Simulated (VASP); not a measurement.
Write the native input for VASP 6.6.1 that does the following.

* Task: single point
* Functional: r2SCAN
* Potentials or basis: VASP PAW PBE potentials, release 64 (Au)
* Cutoff: 520 eV
* k mesh: 8 × 8 × 8
* Occupations: fermi-dirac, width 0.1 eV
* Spin: no spin polarisation
* Dipole correction: no
* Further INCAR settings: ALGO = Normal; EDIFF = 1e-06; NBANDS = 12

Crystal: Au.

```xyz
1
Lattice="0.0000 2.0615 2.0615 2.0615 0.0000 2.0615 2.0615 2.0615 0.0000" Properties=species:S:1:pos:R:3 pbc="T T T"
Au    0.0000    0.0000    0.0000
```

These files were run (other wordings do the same):

POSCAR

```
Au
1.0
    0.0000000000      2.0615246536      2.0615246536
    2.0615246536      0.0000000000      2.0615246536
    2.0615246536      2.0615246536      0.0000000000
Au
1
Direct
    0.0000000000      0.0000000000      0.0000000000
```

INCAR.step1

```
PREC     = Accurate       # precision mode
ENCUT    = 520            # plane-wave cutoff, eV
ISMEAR   = -1             # smearing method
SIGMA    = 0.1            # smearing width, eV
LREAL    = F              # projectors in reciprocal space
LASPH    = T              # aspherical terms in the spheres
NELM     = 100            # most SCF steps
NBANDS   = 12             # bands
GGA      = PE             # functional
ALGO     = Normal         # electronic algorithm
EDIFF    = 1E-4           # SCF threshold, eV
LWAVE    = T              # write WAVECAR
LCHARG   = F              # write CHGCAR
```

INCAR.step2

```
PREC     = Accurate       # precision mode
ENCUT    = 520            # plane-wave cutoff, eV
EDIFF    = 1E-6           # SCF threshold, eV
ISMEAR   = -1             # smearing method
SIGMA    = 0.1            # smearing width, eV
LREAL    = F              # projectors in reciprocal space
LASPH    = T              # aspherical terms in the spheres
NELM     = 100            # most SCF steps
ALGO     = Normal         # electronic algorithm
ISIF     = 2              # what is computed and relaxed
LWAVE    = F              # write WAVECAR
LCHARG   = F              # write CHGCAR
METAGGA  = R2SCAN         # meta-GGA
LMIXTAU  = T            
NBANDS   = 12             # bands
ISTART   = 1
```

KPOINTS

```
Automatic mesh
0
Gamma
  8 8 8
```

Potentials or basis: VASP PAW PBE potentials, release 64 (Au).

The run is started by

```bash
$ cat potpaw_PBE.64/Au/POTCAR > POTCAR
$ cp INCAR.step1 INCAR
$ mpirun -np 1 vasp_std > vasp.out
$ cp INCAR.step2 INCAR
$ mpirun -np 1 vasp_std > vasp.out
```

It gave:

```
Pressure : 1.2 GPa
```

Caveat: the PAW data sets were made with another functional, which shifts forces and pressure a little.

It took 12 s on 1 thread of Intel(R) Xeon(R) 6975P-C (Granite Rapids) (shared host), peak memory 0.14 GiB.
